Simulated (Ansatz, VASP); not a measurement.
## In2SiH2 in VASP and in Ansatz

```xyz
5
Lattice="-2.0258 2.0258 4.7121 2.0258 -2.0258 4.7121 2.0258 2.0258 -4.7121" Properties=species:S:1:pos:R:3 pbc="T T T"
In    0.0000    0.0000    6.0598
In    0.0000    0.0000    2.9331
Si    0.0000    0.0000    9.1478
H     2.0258    0.0000    4.3988
H     0.0000    2.0258    4.3988
```

Alike in both runs: functional PBE; k mesh 4 × 4 × 4; occupations gaussian, width 0.15 eV; no spin polarisation.

Ansatz relaxed the structure, and its values are those at the end. VASP's run is a single point on that final structure, the one shown.

|  | VASP | Ansatz |
| --- | --- | --- |
| version | VASP 6.6.1 | Ansatz 0.2.0 |
| potentials or method | VASP PAW PBE potentials, release 64 (In_d, Si, H), cutoff 500 eV | scalar-relativistic, plane waves, PAW |
| valence electrons in the cell | 32 | 32 |

|  | VASP | Ansatz | Ansatz less VASP |
| --- | --- | --- | --- |
| gap on the k mesh at the Fermi level (eV) | none | none | - |
| pressure (GPa) | -0.3 | -0.2 | +0.08 |
| rms of the force components (eV/Å) | 0.011 | 0.011 | -0.0002 |

A gap of «none» marks a metal or a gap that the smearing closes. The functional is the same, so the differences come from potentials, cutoffs and numerics.

The k mesh is coarse, so the values compare programs but aren't converged.
